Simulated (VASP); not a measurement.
A run of VASP 6.6.1 is set up as follows.

File INCAR:

```
PREC = Accurate
ENCUT = 520
EDIFF = 1E-6
ISMEAR = 0
SIGMA = 0.05
LREAL = F
LASPH = T
NELM = 80
ALGO = Normal
ISIF = 2
LWAVE = F
LCHARG = F
GGA = PE
NBANDS = 31
```

Contents of KPOINTS:

```
Automatic mesh
0
Gamma
  6 6 4
```

Contents of POSCAR:

```
HfO2
1.0
    3.6043047991      0.0000000000      0.0000000000
    0.0000000000      3.6043047991      0.0000000000
    0.0000000000      0.0000000000      5.2639673039
Hf O
2 4
Direct
    0.5000000000      0.5050420602      0.5000000000
    0.0000000000      0.0050420602      0.0000000000
    0.0000000000      0.4445107972      0.6932520932
    0.5000000000     -0.0554892028      0.8067479068
    0.5000000000     -0.0007610151      0.3067479068
    0.0000000000      0.4992389849      0.1932520932
```

Potentials or basis: VASP PAW PBE potentials, release 64 (Hf_pv, O).

The run is started by

```bash
$ cat potpaw_PBE.64/Hf_pv/POTCAR potpaw_PBE.64/O/POTCAR > POTCAR
$ mpirun -np 1 vasp_std > vasp.out
```

Problem. Estimate the band gap on the k mesh.

Solution. 4.61 eV, indirect (least direct gap 4.66 eV).

Problem. Estimate the pressure.

Solution. -2.9 GPa.

Stress tensor (GPa, compression positive):
```
-4.13  0.00  0.00
 0.00 -1.14  0.00
 0.00  0.00 -3.43
```

Caveat: the cell differs from its parent crystal (mode 4 (23.4 1/cm) frozen in, largest displacement -0.200 Å); spin-orbit coupling is left out, which moves the levels of the heavy elements. A k mesh can miss the band edges.
